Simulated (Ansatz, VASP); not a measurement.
Two plane-wave programs on RbCaH3

Contents of INCAR:

```
SYSTEM = RbCaH3
PREC = Accurate
ENCUT = 520
EDIFF = 1E-7
ISMEAR = 0
SIGMA = 0.05
LREAL = .False.
LASPH = .True.
NELM = 80
ALGO = Normal
ISIF = 2
LWAVE = .False.
LCHARG = .False.
GGA = CA
NBANDS = 19
```

File KPOINTS:

```
Automatic mesh
0
Gamma
  6 6 6
  0 0 0
```

The input POSCAR:

```
RbCaH3
1.0
    4.5470000000      0.0000000000      0.0000000000
    0.0000000000      4.5470000000      0.0000000000
    0.0000000000      0.0000000000      4.5470000000
Rb Ca H
1 1 3
Direct
    0.0000000000      0.0000000000      0.0000000000
    0.5000000000      0.5000000000      0.5000000000
    0.0000000000      0.5000000000      0.5000000000
    0.5000000000      0.0000000000      0.5000000000
    0.5000000000      0.5000000000      0.0000000000
```

Input for Ansatz:

```yaml
crystal:
  lattice:
    - [4.547, 0.0, 0.0]
    - [0.0, 4.547, 0.0]
    - [0.0, 0.0, 4.547]
  atoms:
    - { symbol: Rb, position: [0.0, 0.0, 0.0] }
    - { symbol: Ca, position: [0.5, 0.5, 0.5] }
    - { symbol: H, position: [0.0, 0.5, 0.5] }
    - { symbol: H, position: [0.5, 0.0, 0.5] }
    - { symbol: H, position: [0.5, 0.5, 0.0] }
basis:
  ecutwfc: 420
kpoints:
  mp_grid: { grid: [6, 6, 6] }
hamiltonian:
  xc: lda
scf:
  occupations: { method: gaussian, width: 0.05 }
output:
  forces: true
  stress: true
  eigenvalues: true
```

Alike in both runs: task single point; functional LDA; k mesh 6 × 6 × 6; occupations gaussian, width 0.05 eV; no spin polarisation.

|  | VASP | Ansatz |
| --- | --- | --- |
| version | VASP 6.6.1 | Ansatz 0.2.0 |
| potentials or method | VASP PAW LDA potentials, release 64 (Rb_sv, Ca_sv, H), cutoff 520 eV | scalar-relativistic, plane waves, PAW |
| valence electrons in the cell | 22 | 22 |

VASP gave:

- gap on the k mesh at the Fermi level (eV): 2.92
- least direct gap on the mesh (eV): 2.92
- pressure (GPa): -2.4

What did Ansatz give for the same quantities?

gap on the k mesh at the Fermi level (eV): 2.93; least direct gap on the mesh (eV): 2.93; pressure (GPa): -2.4.

LDA's correlation is that of Perdew and Zunger in VASP and of Perdew and Wang (1992) in Ansatz.
